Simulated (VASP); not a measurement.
Set up this calculation in VASP 6.6.1, as the native input.

```yaml
Task: single point
Functional: PBE
Potentials_or_basis: VASP PAW PBE potentials, release 64 (Sb)
Cutoff: 520 eV
k_mesh: 8 × 8 × 8
Occupations: gaussian, width 0.029 eV
Spin: no spin polarisation
Dipole_correction: no
Further_INCAR_settings: ALGO = Normal; EDIFF = 1e-07; NBANDS = 12
```

The structure of Sb lies in POSCAR:

```
Sb
1.0
    2.1542000000      1.2437279499      3.7580000000
   -2.1542000000      1.2437279499      3.7580000000
    0.0000000000     -2.4874558998      3.7580000000
Sb
2
Direct
    0.7665100000      0.7665100000      0.7665100000
    0.2334900000      0.2334900000      0.2334900000
```

These files were run (other wordings do the same):

INCAR

```
  PREC = Accurate
  ENCUT = 520
  EDIFF = 1E-7
  ISMEAR = 0
  SIGMA = 0.028999999999999998
  LREAL = False
  LASPH = True
  NELM = 60
  ALGO = Normal
  ISIF = 2
  LWAVE = False
  LCHARG = False
  GGA = PE
  NBANDS = 12
```

KPOINTS

```
regular mesh
0
Gamma
  8 8 8
```

Potentials or basis: VASP PAW PBE potentials, release 64 (Sb).

Run with:

```sh
$ cat potpaw_PBE.64/Sb/POTCAR > POTCAR
$ mpirun -np 1 vasp_std > vasp.out
```

Results of the run:

```json
{"Pressure": "2.8 GPa", "Largest force": "0.185 eV/Å", "Band gap on the k mesh": "zero (band 5 reaches 7.38 eV, above the bottom of band 6 at 7.08 eV)"}
```

Caveat: spin-orbit coupling is left out, which moves the levels of the heavy elements.

It took 49 s on 1 thread of AMD EPYC 7R13 Processor (Zen 3), on a shared host, peak memory 0.18 GiB.
